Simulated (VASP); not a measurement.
Write the native input for VASP 6.6.1 that does the following.

* Task: single point
* Functional: PBEsol
* Potentials or basis: VASP PAW PBE potentials, release 64 (W_sv)
* Cutoff: 520 eV
* k mesh: 9 × 6 × 6
* Occupations: fermi-dirac, width 0.05 eV
* Spin: no spin polarisation
* Dipole correction: no
* Further INCAR settings: ALGO = Fast; EDIFF = 1e-06; NBANDS = 36

The structure of W lies in POSCAR:

```
W
1.0
    2.8096620000      0.0000000000      0.0000000000
    0.0000000000      4.8638700000      0.0000000000
    0.0000000000      0.0000000000      4.9236950000
W
4
Direct
    0.7931720000      0.9368430000      0.7500000000
    0.2068280000      0.4368430000      0.7500000000
    0.2068280000      0.0631570000      0.2500000000
    0.7931720000      0.5631570000      0.2500000000
```

One way to write it, as run:

INCAR

```
PREC = Accurate
ENCUT = 520
EDIFF = 1E-6
ISMEAR = -1
SIGMA = 0.05
LREAL = False
LASPH = True
NELM = 60
ALGO = Fast
ISIF = 2
LWAVE = False
LCHARG = True
GGA = PS
LELF = True
LVHAR = True
NBANDS = 36
```

KPOINTS

```
Automatic mesh
0
Gamma
  9 6 6
```

Potentials or basis: VASP PAW PBE potentials, release 64 (W_sv).

The run is started by

```console
$ cat potpaw_PBE.64/W_sv/POTCAR > POTCAR
$ mpirun -np 1 vasp_std > vasp.out
```

Results of the run:

The pressure is -10.2 GPa and the largest force is 0.069 eV/Å. The band gap on the k mesh is zero (band 28 reaches 11.04 eV, above the bottom of band 29 at 9.81 eV).

Caveat: the PAW data sets were made with another functional, which shifts forces and pressure a little; spin-orbit coupling is left out, which moves the levels of the heavy elements.

It took 3.3 min on 1 thread of AMD EPYC 7R43 64-Core Processor (Zen 3), with other jobs on the host, peak memory 0.23 GiB.
